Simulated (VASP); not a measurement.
Cu: single point with PBEsol

Crystal: Cu.

```xyz
1
Lattice="0.0000 1.7706 1.7706 1.7706 0.0000 1.7706 1.7706 1.7706 0.0000" Properties=species:S:1:pos:R:3 pbc="T T T"
Cu    0.0000    0.0000    0.0000
```

This cell differs from its parent crystal: volume scaled by 0.94.

```
Program                : VASP 6.6.1
Task                   : single point
Functional             : PBEsol
Potentials or basis    : VASP PAW PBE potentials, release 64 (Cu)
Cutoff                 : 520 eV
k mesh                 : 13 × 13 × 13
Occupations            : fermi-dirac, width 0.05 eV
Spin                   : no spin polarisation
Dipole correction      : no
Further INCAR settings : ALGO = Normal; EDIFF = 1e-06; NBANDS = 12
```

```json
{"Pressure": "4.0 GPa"}
```

Levels at points of the mesh, in eV from the Fermi level:
```csv
k point,band 2,band 3,band 4,band 5,band 6,band 7,band 8,band 9,band 10,band 11
"(0.00, 0.00, 0.00)",-3.41,-3.41,-3.41,-2.49,-2.49,22.90,26.00,26.00,26.00,28.54
```

Run time: 6.8 s on 1 thread of Intel Xeon 6975P-C (shared host), peak memory 0.13 GiB.

Caveat: the PAW data sets were made with another functional, which shifts forces and pressure a little.
